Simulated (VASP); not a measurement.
Input of a VASP 6.6.1 run:

File INCAR:

```
PREC = Accurate
ENCUT = 520
EDIFF = 1E-6
ISMEAR = 1
SIGMA = 0.05
LREAL = False
LASPH = True
NELM = 100
ALGO = Normal
ISIF = 2
LWAVE = False
LCHARG = False
GGA = CA
NBANDS = 11
```

File KPOINTS:

```
regular mesh
0
Gamma
  10 10 10
```

POSCAR

```
Pt
1.0
    0.0000000000      1.9469596560      1.9469596560
    1.9469596560      0.0000000000      1.9469596560
    1.9469596560      1.9469596560      0.0000000000
Pt
1
Direct
    0.0000000000      0.0000000000      0.0000000000
```

Potentials or basis: VASP PAW LDA potentials, release 64 (Pt).

The run is started by

```bash
$ cat potpaw_LDA.64/Pt/POTCAR > POTCAR
$ mpirun -np 1 vasp_std > vasp.out
```

Estimate the pressure.

0.8 GPa.

What does it give for the band gap on the k mesh?

Zero (band 5 reaches 12.08 eV, above the bottom of band 6 at 9.80 eV).

Caveat: spin-orbit coupling is left out, which moves the levels of the heavy elements.
